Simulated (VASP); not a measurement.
Here is a VASP 6.6.1 calculation.

File INCAR:

```
ALGO = Normal ; EDIFF = 1E-6
ENCUT = 520 ; GGA = PE
ISIF = 2 ; ISMEAR = 0
LASPH = True ; LCHARG = True
LELF = True ; LREAL = Auto
LVHAR = True ; LWAVE = False
NBANDS = 101 ; NELM = 60
PREC = Accurate ; SIGMA = 0.02
```

KPOINTS

```
Automatic mesh
0
Gamma
  2 2 2
  0.5 0.5 0.5
```

File POSCAR:

```
Si35Ge
1.0
   -0.0000000001      6.6706137355      6.3650227141
   -5.7769209537     -3.3353068678      6.3650227141
    5.7769209538     -3.3353068677      6.3650227141
Ge Si
1 35
Direct
    0.2432881528      0.5773590124      0.2431135079
    0.5769478320      0.5769187720      0.9091447785
    0.2429468347      0.2433981427      0.5766324988
    0.2430633767      0.9108638588      0.9090695381
    0.5768812521      0.2434368433      0.2426984436
    0.9094511193      0.5769145816      0.5767607900
    0.9099181337      0.2437928239      0.9096666216
    0.5764464579      0.9104391879      0.5760587639
    0.9094615858      0.9108071219      0.2426515050
    0.2988656369      0.6326223352      0.6329408070
    0.6330031631      0.6326838104      0.2986778331
    0.2988790530      0.2984968743      0.9645869569
    0.2988422764      0.9667689267      0.2987282944
    0.6320398782      0.2991796792      0.6318172658
    0.9647209680      0.6326117970      0.9646976108
    0.9647923801      0.2984318587      0.2986425427
    0.6320465331      0.9658987437      0.9651313411
    0.9653517870      0.9658167323      0.6318976758
    0.3700759249      0.7038680223      0.3700444140
    0.7008311901      0.7016909153      0.0343573690
    0.3678366692      0.3682959028      0.7007056970
    0.3678585922      0.0346153389      0.0343735576
    0.7009164790      0.3683417955      0.3676283326
    0.0345328154      0.7016372474      0.7007835638
    0.0347679466      0.3684939716      0.0345448605
    0.7011944154      0.0350106322      0.7009466263
    0.0345235035      0.0345977587      0.3677001700
    0.4236208698      0.7574585646      0.7569614274
    0.7573817702      0.7573355686      0.4232183927
    0.4260847981      0.4216728861      0.0874267920
    0.4234553682      0.0912883546      0.4231973528
    0.7567995547      0.4239656663      0.7565613713
    0.0877644058      0.7601410563      0.0872785819
    0.0875636287      0.4216477019      0.4258407949
    0.7567449848      0.0907477842      0.0899185564
    0.0901226692      0.0907312649      0.7564952233
```

Potentials or basis: VASP PAW PBE potentials, release 64 (Ge_d, Si).

Launch:

```sh
$ cat potpaw_PBE.64/Ge_d/POTCAR potpaw_PBE.64/Si/POTCAR > POTCAR
$ mpirun -np 1 vasp_std > vasp.out
```

Question: Estimate the largest force.

Answer: 0.009 eV/Å.

Question: What does it give for the band gap on the k mesh?

Answer: 0.98 eV.

Question: Estimate the pressure.

Answer: 0.3 GPa.

Stress tensor (GPa, compression positive):
```
0.37 0.00 0.00
0.00 0.37 0.00
0.00 0.00 0.24
```
